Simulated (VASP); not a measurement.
A run of VASP 6.6.1 is set up as follows.

Contents of INCAR:

```
SYSTEM = Bi
  PREC = Accurate
  ENCUT = 520
  EDIFF = 1E-6
  ISMEAR = 0
  SIGMA = 0.1
  LREAL = .False.
  LASPH = .True.
  NELM = 80
  ALGO = Normal
  ISIF = 2
  LWAVE = .False.
  LCHARG = .True.
  GGA = PS
  LELF = .True.
  LVHAR = .True.
  NBANDS = 22
```

File KPOINTS:

```
regular mesh
0
Gamma
  12 12 12
  0 0 0
```

The input POSCAR:

```
Bi
1.0
    2.3356662795      1.3484975552      4.0037017800
   -2.3356662795      1.3484975552      4.0037017800
    0.0000000000     -2.6969951104      4.0037017800
Bi
2
Direct
    0.2254597184      0.2254597184      0.2254597184
    0.7745402816      0.7745402816      0.7745402816
```

Potentials or basis: VASP PAW PBE potentials, release 64 (Bi_d).

The run is started by

```console
$ cat potpaw_PBE.64/Bi_d/POTCAR > POTCAR
$ mpirun -np 1 vasp_std > vasp.out
```

**Question.** Predict the largest force.

**Answer.** 0.666 eV/Å.

**Question.** Predict the pressure.

**Answer.** -1.4 GPa.

**Question.** What does it give for the band gap on the k mesh?

**Answer.** Zero (band 15 reaches 5.35 eV, above the bottom of band 16 at 5.16 eV).

Stress tensor (GPa, compression positive):
```
-1.90  0.00  0.00
 0.00 -1.90  0.00
 0.00  0.00 -0.41
```

Caveat: the cell differs from its parent crystal (strained and its atoms moved); the PAW data sets were made with another functional, which shifts forces and pressure a little; spin-orbit coupling is left out, which moves the levels of the heavy elements.
